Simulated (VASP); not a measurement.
Write the native input for VASP 6.6.1 that does the following.

```
Task                   : single point
Functional             : PBE
Potentials or basis    : VASP PAW PBE potentials, release 64 (Gd, O)
Cutoff                 : 520 eV
k mesh                 : 9 × 9 × 9
Occupations            : gaussian, width 0.026 eV
Spin                   : collinear spin, ferromagnetic start
Starting moments       : [7.0, 0.0] μB
Dipole correction      : no
Further INCAR settings : ALGO = Normal; EDIFF = 1e-07; NBANDS = 23
```

The structure of GdO lies in POSCAR:

```
GdO
1.0
    2.8018137600      0.0000000000      0.0000000000
    0.0000000000      2.8018137600      0.0000000000
    0.0000000000      0.0000000000      2.8018137600
Gd O
1 1
Direct
    0.0000000000      0.0000000000      0.0000000000
    0.5000000000      0.5000000000      0.5000000000
```

One way to write it, as run:

INCAR

```
SYSTEM = GdO
PREC     = Accurate       ! precision mode
ENCUT    = 520            ! plane-wave cutoff, eV
EDIFF    = 1E-7           ! SCF threshold, eV
ISMEAR   = 0              ! smearing method
SIGMA    = 0.026000000000000002 ! smearing width, eV
LREAL    = .False.        ! projectors in reciprocal space
LASPH    = .True.         ! aspherical terms in the spheres
NELM     = 150            ! most SCF steps
ALGO     = Normal         ! electronic algorithm
ISIF     = 2              ! what is computed and relaxed
LWAVE    = .False.        ! write WAVECAR
LCHARG   = .False.        ! write CHGCAR
ISPIN    = 2              ! spin polarisation
MAGMOM   = 7 0            ! initial moments
LORBIT   = 11             ! projections on sites
LMAXMIX  = 6              ! l up to which the mixer works
GGA      = PE             ! functional
NBANDS   = 23             ! bands
```

KPOINTS

```
regular mesh
0
Gamma
  9 9 9
  0 0 0
```

Potentials or basis: VASP PAW PBE potentials, release 64 (Gd, O).

Command:

```bash
$ cat potpaw_PBE.64/Gd/POTCAR potpaw_PBE.64/O/POTCAR > POTCAR
$ mpirun -np 1 vasp_std > vasp.out
```

Results of the run:

```
Pressure                                              : 48.4 GPa
Net moment                                            : 6.95 μB per cell
Site moments                                          : Gd +6.70; O +0.01 μB
Valence electrons inside the program's atomic spheres : Gd 15.66; O 5.07
```

Caveat: a cell with one magnetic atom can't hold antiferromagnetic order, which such compounds often take.

Wall time 110 s on 1 thread of AMD EPYC 7R43 64-Core Processor (Zen 3), with other jobs on the host, peak memory 0.14 GiB.
